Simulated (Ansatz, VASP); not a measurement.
## CdF2 in VASP and in Ansatz

```
Cd F
1.0
     0.00000    2.74062    2.74062
     2.74062    0.00000    2.74062
     2.74062    2.74062    0.00000
Cd F
1 2
Cartesian
  0.0000 0.0000 0.0000
  1.3703 1.3703 1.3703
  4.1109 4.1109 4.1109
```

Alike in both runs: functional PBE; k mesh 8 × 8 × 8; occupations gaussian, width 0.02 eV; no spin polarisation.

Ansatz relaxed the structure, and its values are those at the end. VASP's run is a single point on that final structure, the one shown.

|  | VASP | Ansatz |
| --- | --- | --- |
| version | VASP 6.6.1 | Ansatz 0.2.0 |
| potentials or method | VASP PAW PBE potentials, release 64 (Cd, F), cutoff 520 eV | scalar-relativistic, plane waves, PAW |
| valence electrons in the cell | 26 | 34 |

|  | VASP | Ansatz | Ansatz less VASP |
| --- | --- | --- | --- |
| gap on the k mesh at the Fermi level (eV) | 2.89 | 2.92 | +0.029 |
| least direct gap on the mesh (eV) | 3.44 | 3.47 | +0.029 |
| pressure (GPa) | 0.6 | 0.0 | -0.54 |

VASP's potentials hold 26 valence electrons a cell and Ansatz's 34, so a difference there can come from the potentials and not from the codes.
